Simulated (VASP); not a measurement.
# Ba (P6/mmm) in VASP: a series of runs, part 2 of 2

VASP 6.6.1. The steps go on from the part before.

### 3 Relaxation of cell and atoms, LDA, target pressure -0.15 GPa, at which the enthalpy is minimised

This run uses another cell than the first one, of 57.04 Å³/atom.

The input, INCAR:

```
PREC = Accurate
ENCUT = 600
EDIFF = 1E-6
ISMEAR = -1
SIGMA = 0.1
LREAL = False
LASPH = True
NELM = 100
ALGO = Normal
ISIF = 3
LWAVE = False
LCHARG = False
GGA = CA
IBRION = 2
NSW = 60
EDIFFG = -0.005
PSTRESS = -1.5
```

The input, KPOINTS:

```
Automatic mesh
0
Gamma
  11 11 10
```

The input, POSCAR:

```
Ba
1.0
    4.1225202234      0.0000000000      0.0000000000
   -2.0612601117      3.5702072411      0.0000000000
    0.0000000000      0.0000000000      3.8751690100
Ba
1
Direct
    0.0000000000      0.0000000000      0.0000000000
```

Potentials or basis: VASP PAW LDA potentials, release 64 (Ba_sv).

The run is started by

```bash
$ cat potpaw_LDA.64/Ba_sv/POTCAR > POTCAR
$ mpirun -np 1 vasp_std > vasp.out
```

OUTCAR:

```text
PREC = Accurate
   ENCUT = 600
   EDIFF = 1E-6
   ISMEAR = -1
   LREAL = False
   LASPH = True
   NELM = 100
   ISIF = 3
   GGA = CA
   IBRION = 2
   NSW = 60
   EDIFFG = -0.005
   PSTRESS = -1.5

 ion  position               nearest neighbor table
   1  0.000  0.000  0.000-

  LATTYP: Found a hexagonal cell.
 ALAT       =     4.1225202234
 C/A-ratio  =     0.9400000000

  Lattice vectors:

 A1 = (   4.1225202234,   0.0000000000,   0.0000000000)
 A2 = (  -2.0612601117,   3.5702072411,   0.0000000000)
 A3 = (   0.0000000000,   0.0000000000,   3.8751690100)

Analysis of symmetry for initial positions (statically):
=====================================================================
 Subroutine PRICEL returns:
 Original cell was already a primitive cell.

 Routine SETGRP: Setting up the symmetry group for a
 hexagonal supercell.

 Subroutine GETGRP returns: Found 24 space group operations
 (whereof 24 operations were pure point group operations)
 out of a pool of 24 trial point group operations.
[... 169 lines left out ...]
  -------------------------------------------------------------------------------------
  Total       -0.2034459     -0.2034459     -0.2940904      0.0000000      0.0000000      0.0000000
  in kB       -5.7149540     -5.7149540     -8.2612283      0.0000000      0.0000000      0.0000000
  external PRESSURE =      -5.0637121 kB  Pullay stress =      -1.5000000 kB
[... 98 lines left out ...]
--------------------------------------- Ionic step        4  -------------------------------------------

 number of electron      10.0000000 magnetization

 Free energy of the ion-electron system (eV)
  ---------------------------------------------------
  ext. energy  EPLUGINS =         0.00000000
  ---------------------------------------------------
  free energy    TOTEN  =        -2.10550999 eV

  energy without entropy =       -2.06281697  energy(sigma->0) =       -2.08416348

 E-fermi :   2.0090     XC(G=0):  -8.1460

 val. band max:        1.9860996925   @ k =   0.4545  -0.0000   0.4000
 cond. band min:       2.0096401108   @ k =   0.0909  -0.0000   0.0000
 fundamental gap:      0.0235404183
 Fermi energy:         2.0089595350

 k-point     1 :       0.0000    0.0000    0.0000
  band No.  band energies     occupation
      1     -26.8083      2.00000
      2     -11.5879      2.00000
      3     -11.5879      2.00000
      4     -11.5216      2.00000
      5      -0.7445      2.00000
      6       1.9268      1.38911
      7       3.8421      0.00000
      8       3.8421      0.00000
      9       7.6325      0.00000
[... 265 lines left out ...]
 k-point    24 :       0.1818    0.0909    0.1000
  band No.  band energies     occupation
      1     -26.7560      2.00000
      2     -11.9917      2.00000
      3     -11.6906      2.00000
      4     -11.5855      2.00000
      5       0.4600      2.00000
      6       2.5390      0.00993
      7       2.9127      0.00024
      8       5.0385      0.00000
      9       5.7216      0.00000

 [... further k-points ...]

------------------------ aborting loop because EDIFF is reached ----------------------------------------

  FORCE on cell =-STRESS in cart. coord.  units (eV):
  Direction    XX          YY          ZZ          XY          YZ          ZX
  --------------------------------------------------------------------------------------
  -------------------------------------------------------------------------------------
  Total       -0.0514998     -0.0514998     -0.0521418      0.0000000      0.0000000      0.0000000
  in kB       -1.5383305     -1.5383305     -1.5575059      0.0000000      0.0000000      0.0000000
  external PRESSURE =      -0.0447223 kB  Pullay stress =      -1.5000000 kB
[... 20 lines left out ...]
  energy  without entropy=       -2.0628169650  energy(sigma->0) =       -2.08416348

  enthalpy is  TOTEN    =        -2.1557265831 eV   P V=       -0.0502165971

 reached required accuracy - stopping structural energy minimisation
```

OSZICAR:

```text
N       E                     dE             d eps       ncg     rms          rms(c)
DAV:   1     0.609013028272E+02    0.60901E+02   -0.48255E+03  1728   0.104E+03
DAV:   2     0.186922576883E+00   -0.60714E+02   -0.59781E+02  2119   0.155E+02
DAV:   3    -0.204780951191E+01   -0.22347E+01   -0.22148E+01  2231   0.358E+01
[... 27 lines left out ...]
DAV:   2    -0.210595050193E+01    0.16490E-02   -0.35189E-03  1750   0.544E-01    0.922E-02
DAV:   3    -0.210548568788E+01    0.46481E-03   -0.26323E-03  2524   0.351E-01    0.294E-02
DAV:   4    -0.210549274410E+01   -0.70562E-05   -0.18565E-05  1799   0.428E-02    0.197E-02
DAV:   5    -0.210550991269E+01   -0.17169E-04   -0.11107E-05  2433   0.188E-02    0.270E-03
DAV:   6    -0.210550998599E+01   -0.73299E-07   -0.11323E-07   920   0.277E-03
   4 F= -.21557266E+01 E0= -.21343801E+01  d E =-.584858E-02
```

CONTCAR:

```text
Ba
   1.00000000000000
     4.0530050977757677    0.0000000000000000    0.0000000000000000
    -2.0265025488878838    3.5100053763608652    0.0000000000000000
     0.0000000000000000    0.0000000000000000    3.7703500303338688
  Ba
     1
Direct
     0.0000000000000000    0.0000000000000000    0.0000000000000000

  0.00000000E+00  0.00000000E+00  0.00000000E+00
```

Wall time 2.2 min (1 thread of Intel Xeon Platinum 8488C (Sapphire Rapids), shared host); peak memory 0.21 GiB.

What came out:

| Item | Value |
| --- | --- |
| Free energy | -2.1055 eV |
| Relaxed volume | 53.64 Å³/atom |
| Relaxed cell | a = 4.053 Å, b = 4.053 Å, c = 3.770 Å, α = 90.00°, β = 90.00°, γ = 120.00° |
| Space group after relaxing (to 0.1 Å) | P6/mmm (No. 191) |
| Energy change on relaxing (the run minimises the enthalpy) | -9.0 meV/atom |
| Ionic steps | 4 |
| Pressure after relaxing | -0.2 GPa |
| Band gap on the k mesh | zero (bands 5 and 6 overlap by 0.67 eV) |

The path:
| step | energy change (eV) | largest force (eV/Å) | pressure (GPa) | volume (Å³) |
| --- | --- | --- | --- | --- |
| 1 | 0.0000 | 0.0000 | -0.66 | 57.04 |
| 2 | -0.0053 | 0.0000 | -0.45 | 55.56 |
| 3 | -0.0093 | 0.0000 | -0.10 | 53.33 |
| 4 | -0.0090 | 0.0000 | -0.15 | 53.64 |

Final structure:
```cif
data_structure
_symmetry_space_group_name_H-M 'P 1'
_symmetry_Int_Tables_number 1
_cell_length_a 4.0530
_cell_length_b 4.0530
_cell_length_c 3.7704
_cell_angle_alpha 90.000
_cell_angle_beta 90.000
_cell_angle_gamma 120.000
_cell_volume 53.64
loop_
_atom_site_label
_atom_site_type_symbol
_atom_site_fract_x
_atom_site_fract_y
_atom_site_fract_z
_atom_site_occupancy
Ba1 Ba 0.00000 0.00000 0.00000 1
```

Caveat: the cell is relaxed towards a set pressure, so the run minimises the enthalpy, not the energy; spin-orbit coupling is left out, which moves the levels of the heavy elements.
